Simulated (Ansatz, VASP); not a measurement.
## Two plane-wave programs on PbS

```xyz
4
Lattice="2.9987 -3.0043 0.1839 2.9987 3.0043 0.1839 -0.3679 0.0000 5.9988" Properties=species:S:1:pos:R:3 pbc="T T T"
Pb    4.2221    0.0000    4.7746
Pb    1.4073    0.0000    1.5920
S     1.2234    0.0000    4.5912
S     4.4060    0.0000    1.7755
```

Alike in both runs: functional PBE; k mesh 8 × 8 × 6; occupations gaussian, width 0.02 eV; no spin polarisation.

Ansatz relaxed the structure, and its values are those at the end. VASP's run is a single point on that final structure, the one shown.

```csv
,VASP,Ansatz
version,VASP 6.6.1,Ansatz 0.2.0
potentials or method,"VASP PAW PBE potentials, release 64 (Pb_d, S), cutoff 520 eV","scalar-relativistic, plane waves, PAW"
valence electrons in the cell,40,40
```

|  | VASP | Ansatz | Ansatz less VASP |
| --- | --- | --- | --- |
| gap on the k mesh at the Fermi level (eV) | 0.50 | 0.49 | -0.007 |
| least direct gap on the mesh (eV) | 0.50 | 0.49 | -0.007 |
| pressure (GPa) | -0.1 | 0.0 | +0.07 |

With one functional, cell and mesh, what is left measures potentials, basis and numerics. Ansatz's warnings: structure snapped to symmetry.

Neither program's run includes spin-orbit coupling.
